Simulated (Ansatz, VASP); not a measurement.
SiO2 in VASP and in Ansatz

```
Si O
1.0
     5.05851    0.00000    0.00000
    -2.52926    4.38080    0.00000
     0.00000    0.00000    5.54172
Si O
3 6
Direct
  0.50000 0.50000 0.33333
  0.00000 0.50000 0.66667
  0.50000 0.00000 0.00000
  0.20820 0.79180 0.83333
  0.41640 0.20820 0.16667
  0.20820 0.41640 0.50000
  0.79180 0.20820 0.83333
  0.58360 0.79180 0.16667
  0.79180 0.58360 0.50000
```

Alike in both runs: functional r2SCAN; k mesh 6 × 6 × 4; occupations gaussian, width 0.02 eV; no spin polarisation.

Ansatz relaxed the structure, and its values are those at the end. VASP's run is a single point on that final structure, the one shown.

|  | VASP | Ansatz |
| --- | --- | --- |
| version | VASP 6.6.1 | Ansatz 0.2.0 |
| potentials or method | VASP PAW PBE potentials, release 64 (Si, O), cutoff 660 eV | scalar-relativistic, plane waves, PAW |
| valence electrons in the cell | 48 | 48 |

Ansatz gave:

- gap on the k mesh at the Fermi level (eV): 6.30
- least direct gap on the mesh (eV): 6.49
- pressure (GPa): 0.0
- rms of the force components (eV/Å): 0.002

Question: Estimate VASP's values.

Answer: gap on the k mesh at the Fermi level (eV): 6.30; least direct gap on the mesh (eV): 6.49; pressure (GPa): -0.1; rms of the force components (eV/Å): 0.010.

VASP's potentials were made for PBE, not for r2SCAN.
